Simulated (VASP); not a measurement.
Crystal: C.

```
C
1.0
     4.25517    0.00000    0.00000
     0.00000    4.25517    0.00000
     0.00000    0.00000    1.28229
C
1
Direct
  0.50000 0.50000 0.50000
```

```yaml
Program: VASP 6.6.1
Task: relaxation of cell and atoms
Functional: PBE
Dispersion: D4
Potentials_or_basis: VASP PAW PBE potentials, release 64 (C)
Cutoff: 600 eV
k_mesh: 6 × 6 × 20
Occupations: fermi-dirac, width 0.05 eV
Spin: no spin polarisation
```

At the start: pressure -0.5 GPa; volume 23.22 Å³/atom.

How do energy, volume and symmetry change on relaxing?

Over 22 steps the energy falls by 79.6 meV/atom and the volume is 13.72 Å³/atom (-40.9 %); space group P4/mmm (No. 123, to 0.05 Å).

The path:
| step | energy change (eV) | largest force (eV/Å) | pressure (GPa) | volume (Å³) |
| --- | --- | --- | --- | --- |
| 1 | 0.0000 | 0.0000 | -0.52 | 23.22 |
| 2 | -0.0017 | 0.0000 | -1.61 | 22.97 |
| 3 | -0.0019 | 0.0000 | -2.24 | 22.82 |
| 4 | -0.0022 | 0.0000 | -2.25 | 22.78 |
| 5 | -0.0030 | 0.0000 | -2.30 | 22.65 |
| 6 | -0.0047 | 0.0000 | -2.38 | 22.41 |
| 7 | -0.0081 | 0.0000 | -2.57 | 21.93 |
| 8 | -0.0155 | 0.0000 | -2.95 | 20.97 |
| 9 | -0.0317 | 0.0000 | -3.77 | 19.13 |
| 10 | -0.0630 | 0.0000 | -5.45 | 15.70 |
| 11 | 0.1121 | 0.0000 | -0.91 | 9.82 |
| 12 | -0.0665 | 0.0000 | -5.70 | 15.12 |
| 13 | -0.0691 | 0.0000 | -6.07 | 14.01 |
| 14 | -0.0737 | 0.0000 | -4.29 | 13.60 |
| 15 | -0.0758 | 0.0000 | -2.00 | 13.13 |
| 16 | -0.0771 | 0.0000 | -1.56 | 13.23 |
| 17 | -0.0794 | 0.0000 | -0.24 | 13.51 |
| 18 | -0.0796 | 0.0000 | 0.33 | 13.63 |
| 19 | -0.0796 | 0.0000 | 0.36 | 13.64 |
| 20 | -0.0796 | 0.0000 | 0.24 | 13.67 |
| 21 | -0.0796 | 0.0000 | 0.16 | 13.69 |
| 22 | -0.0796 | 0.0000 | 0.00 | 13.72 |

Final structure:
```yaml
crystal:
  lattice:
    - [3.27292, 0.00000, 0.00000]
    - [0.00000, 3.27292, 0.00000]
    - [0.00000, 0.00000, 1.28097]
  atoms:
    - { symbol: C, position: [0.50000, 0.50000, 0.50000] }
```

Caveat: the volume moved by over 15 % at a fixed basis, so the end points are rough; pairwise dispersion overbinds metals, which lowers pressure and volume.
